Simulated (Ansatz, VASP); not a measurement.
# SiO2 in VASP and in Ansatz

File INCAR:

```
PREC = Accurate
ENCUT = 520
EDIFF = 1E-6
ISMEAR = 0
SIGMA = 0.05
LREAL = False
LASPH = True
NELM = 80
ALGO = Normal
ISIF = 2
LWAVE = False
LCHARG = False
GGA = CA
NBANDS = 25
```

File KPOINTS:

```
regular mesh
0
Gamma
  6 6 10
```

File POSCAR:

```
SiO2
1.0
    3.7361325640      0.0000000000      0.0000000000
    0.0000000000      3.7361325640      0.0000000000
    0.0000000000      0.0000000000      2.8704706490
Si O
2 4
Direct
    0.5000000000      0.5000000000      0.5000000000
    0.0000000000      0.0000000000      0.0000000000
    0.6944252994      0.6944252994      0.0000000000
    0.1944252994      0.8055747006      0.5000000000
    0.3055747006      0.3055747006      0.0000000000
    0.8055747006      0.1944252994      0.5000000000
```

Input for Ansatz:

```yaml
crystal:
  lattice:
    - [3.736132564, 0.0, 0.0]
    - [0.0, 3.736132564, 0.0]
    - [0.0, 0.0, 2.870470649]
  atoms:
    - { symbol: Si, position: [0.5, 0.5, 0.5] }
    - { symbol: Si, position: [0.0, 0.0, 0.0] }
    - { symbol: O, position: [0.6944252994, 0.6944252994, 0.0] }
    - { symbol: O, position: [0.1944252994, 0.8055747006, 0.5] }
    - { symbol: O, position: [0.3055747006, 0.3055747006, 0.0] }
    - { symbol: O, position: [0.8055747006, 0.1944252994, 0.5] }
basis:
  ecutwfc: 520.0
kpoints:
  mp_grid: { grid: [6, 6, 10] }
hamiltonian:
  xc: lda
  pseudopotentials: { kind: paw, azcp: { folder: soft_1 } }
scf:
  occupations: { method: gaussian, width: 0.05 }
output:
  forces: true
  stress: true
  eigenvalues: true
```

Alike in both runs: task single point; functional LDA; k mesh 6 × 6 × 10; occupations gaussian, width 0.05 eV; no spin polarisation.

```csv
,VASP,Ansatz
version,VASP 6.6.1,Ansatz 0.2.0
potentials or method,"VASP PAW LDA potentials, release 64 (Si, O), cutoff 520 eV","scalar-relativistic, plane waves, PAW"
valence electrons in the cell,32,32
```

```tsv
	VASP	Ansatz	Ansatz less VASP
gap on the k mesh at the Fermi level (eV)	4.98	5.04	+0.057
least direct gap on the mesh (eV)	4.98	5.04	+0.057
rms of the force components (eV/Å)	0.227	0.251	+0.0240
```

Ansatz warns that its potentials were made for another functional, while VASP's fit it. LDA's correlation is that of Perdew and Zunger in VASP and of Perdew and Wang (1992) in Ansatz. Atom by atom the forces differ by 0.024 eV/Å (rms over components).
